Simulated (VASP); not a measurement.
Wanted: the native input for a VASP 6.6.1 run.

* Task: single point
* Functional: PBE
* Potentials or basis: VASP PAW PBE potentials, release 64 (Al, N)
* Cutoff: 520 eV
* k mesh: 10 × 10 × 10
* Occupations: gaussian, width 0.05 eV
* Spin: no spin polarisation
* Dipole correction: no
* Further INCAR settings: ALGO = Normal; EDIFF = 1e-06; NBANDS = 11

The structure of AlN lies in POSCAR:

```
AlN
1.0
    0.0000000000      2.2012588983      2.2012588983
    2.2012588983      0.0000000000      2.2012588983
    2.2012588983      2.2012588983      0.0000000000
Al N
1 1
Direct
   -0.0028535972      0.0028535972      0.0028535972
    0.7554968546      0.7445031454      0.7445031454
```

This cell differs from its parent crystal: atoms displaced along a vibrational mode.

One way to write it, as run:

INCAR

```
SYSTEM = AlN
  PREC = Accurate
  ENCUT = 520
  EDIFF = 1E-6
  ISMEAR = 0
  SIGMA = 0.05
  LREAL = .FALSE.
  LASPH = .TRUE.
  NELM = 80
  ALGO = Normal
  ISIF = 2
  LWAVE = .FALSE.
  LCHARG = .TRUE.
  GGA = PE
  LELF = .TRUE.
  LVHAR = .TRUE.
  NBANDS = 11
```

KPOINTS

```
regular mesh
0
G
  10 10 10
  0 0 0
```

Potentials or basis: VASP PAW PBE potentials, release 64 (Al, N).

The run is started by

```sh
$ cat potpaw_PBE.64/Al/POTCAR potpaw_PBE.64/N/POTCAR > POTCAR
$ mpirun -np 1 vasp_std > vasp.out
```

Results of the run:

The pressure is 0.0 GPa, the largest force is 0.504 eV/Å and the band gap on the k mesh is 3.21 eV (least direct gap 3.89 eV).

Caveat: the cell differs from its parent crystal (atoms displaced along a vibrational mode).

Wall time 45 s on 1 thread of AMD EPYC 7R13, with other jobs on the host, peak memory 0.13 GiB.
